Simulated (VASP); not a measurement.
Wanted: the native input for a VASP 6.6.1 run.

```
Task                   : single point
Functional             : PBE
Potentials or basis    : VASP PAW PBE potentials, release 64 (Ta_pv, N)
Cutoff                 : 520 eV
k mesh                 : 2 × 2 × 2
Occupations            : gaussian, width 0.1 eV
Spin                   : no spin polarisation
Dipole correction      : no
Further INCAR settings : ALGO = Normal; EDIFF = 1e-06; NBANDS = 50
```

The structure of Ta2N lies in POSCAR:

```
Ta2N
1.0
    5.3145102829     -0.0442474828      0.0165822076
   -2.6955745856      4.5236704230     -0.0419614554
    0.0154633129     -0.0362557768      4.8385803305
Ta N
6 3
Direct
    0.6500071465      0.6616505498      0.7600794011
   -0.0017459683      0.3337727907      0.7507598047
    0.3407451904      0.0070096000      0.7591192398
    0.3334774645      0.3410334462      0.2659025940
    0.0016737383      0.6693376130      0.2509103768
    0.6705846843     -0.0006482113      0.2551245017
    0.6711933668      0.3355361584      0.5123251968
    0.3221353273      0.6578747824      0.4950735694
    0.0074634084      0.0066443365     -0.0064780902
```

One way to write it, as run:

INCAR

```
  ALGO = Normal
  EDIFF = 1E-6
  ENCUT = 520
  GGA = PE
  ISIF = 2
  ISMEAR = 0
  LASPH = True
  LCHARG = True
  LELF = True
  LREAL = False
  LVHAR = True
  LWAVE = False
  NBANDS = 50
  NELM = 80
  PREC = Accurate
  SIGMA = 0.1
```

KPOINTS

```
k-points
0
Gamma
  2 2 2
```

Potentials or basis: VASP PAW PBE potentials, release 64 (Ta_pv, N).

Launch:

```bash
$ cat potpaw_PBE.64/Ta_pv/POTCAR potpaw_PBE.64/N/POTCAR > POTCAR
$ mpirun -np 1 vasp_std > vasp.out
```

Results of the run:

The pressure is 17.1 GPa. The largest force is 2.593 eV/Å and the band gap on the k mesh is zero (an odd number of electrons rules out a gap without spin polarisation).

Caveat: the k points lie up to 0.69 Å⁻¹ apart, too coarse for converged energies and pressures of a metal; spin-orbit coupling is left out, which moves the levels of the heavy elements; forces of over 1 eV/Å act on the atoms, so gaps and moduli don't describe the material at rest.

Wall time 78 s on 1 thread of Intel(R) Xeon(R) Platinum 8488C (Sapphire Rapids), on a shared host, peak memory 0.23 GiB.
